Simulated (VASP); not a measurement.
Input of a VASP 6.6.1 run:

File INCAR:

```
SYSTEM = Mo
PREC     = Accurate       ! precision mode
ENCUT    = 520            ! plane-wave cutoff, eV
EDIFF    = 1E-6           ! SCF threshold, eV
ISMEAR   = -1             ! smearing method
SIGMA    = 0.1            ! smearing width, eV
LREAL    = .FALSE.        ! projectors in reciprocal space
LASPH    = .TRUE.         ! aspherical terms in the spheres
NELM     = 60             ! most SCF steps
ALGO     = Normal         ! electronic algorithm
ISIF     = 2              ! what is computed and relaxed
LWAVE    = .FALSE.        ! write WAVECAR
LCHARG   = .FALSE.        ! write CHGCAR
GGA      = PS             ! functional
NBANDS   = 13             ! bands
```

KPOINTS

```
regular mesh
0
G
  14 14 13
  0 0 0
```

File POSCAR:

```
Mo
1.0
    2.7355104000     -0.0273551040      0.0000000000
   -1.3914454150      2.3826990520      0.0000000000
    0.0000000000      0.0000000000      2.5551807000
Mo
1
Direct
    0.0000000000      0.0000000000      0.5000000000
```

Potentials or basis: VASP PAW PBE potentials, release 64 (Mo_sv).

Command:

```bash
$ cat potpaw_PBE.64/Mo_sv/POTCAR > POTCAR
$ mpirun -np 1 vasp_std > vasp.out
```

(1) Predict the pressure.

(2) Estimate the band gap on the k mesh.

Results:

(1) -2.9 GPa.

(2) zero (bands 7 and 8 overlap by 1.79 eV).

Caveat: the stress differs along the axes, from -7 to -1 GPa; the PAW data sets were made with another functional, which shifts forces and pressure a little.
